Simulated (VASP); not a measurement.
SnSe:

```xyz
2
Lattice="0.0000 2.9849 2.9849 2.9849 0.0000 2.9849 2.9849 2.9849 0.0000" Properties=species:S:1:pos:R:3 pbc="T T T"
Sn    0.0000    0.0000    0.0000
Se    2.9849    2.9849    2.9849
```

Base run:

| Item | Value |
| --- | --- |
| Program | VASP 6.6.1 |
| Functional | HSE06 |
| Potentials or basis | VASP PAW PBE potentials, release 64 (Sn_d, Se) |
| Cutoff | 400 eV |
| k mesh | 6 × 6 × 6 |
| Occupations | gaussian, width 0.01 eV |
| Spin | no spin polarisation |

Its results: band gap on the k mesh 0.52 eV; pressure 0.7 GPa.

Task: After a change of settings the same cell gave: band gap on the k mesh 0.69 eV; pressure 2.0 GPa. Which change was it?
A. functional from HSE06 to r2SCAN; cutoff from 400 eV to 550 eV
B. functional from HSE06 to PBE; cutoff from 400 eV to 500 eV
C. functional from HSE06 to PBE0

Result: B.

Caveats: spin-orbit coupling is left out, which moves the levels of the heavy elements; the PAW data sets were made with another functional, which shifts forces and pressure a little (at least some runs); semilocal functionals underestimate gaps, and a narrow one can read as zero (at least some runs).
